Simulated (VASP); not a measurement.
A run of VASP 6.6.1 is set up as follows.

File INCAR:

```
PREC = Accurate ; ENCUT = 520
EDIFF = 1E-6 ; ISMEAR = -1
SIGMA = 0.05 ; LREAL = False
LASPH = True ; NELM = 100
ALGO = Normal ; ISIF = 2
LWAVE = False ; LCHARG = False
GGA = PS ; NBANDS = 15
```

KPOINTS

```
regular mesh
0
Gamma
  11 11 8
```

The input POSCAR:

```
HfB2
1.0
    3.1813205280      0.0000000000      0.0000000000
   -1.5906602640      2.7551046300      0.0000000000
    0.0000000000      0.0000000000      3.5257947253
Hf B
1 2
Direct
    0.0000000000      0.0000000000      0.0000000000
    0.3333333333      0.6666666667      0.5000000000
    0.6666666667      0.3333333333      0.5000000000
```

Potentials or basis: VASP PAW PBE potentials, release 64 (Hf_pv, B).

The run is started by

```console
$ cat potpaw_PBE.64/Hf_pv/POTCAR potpaw_PBE.64/B/POTCAR > POTCAR
$ mpirun -np 1 vasp_std > vasp.out
```

Estimate the band gap on the k mesh.

zero (band 8 reaches 7.78 eV, above the bottom of band 9 at 6.75 eV).

Predict the pressure.

-13.5 GPa.

Caveat: the PAW data sets were made with another functional, which shifts forces and pressure a little; spin-orbit coupling is left out, which moves the levels of the heavy elements.
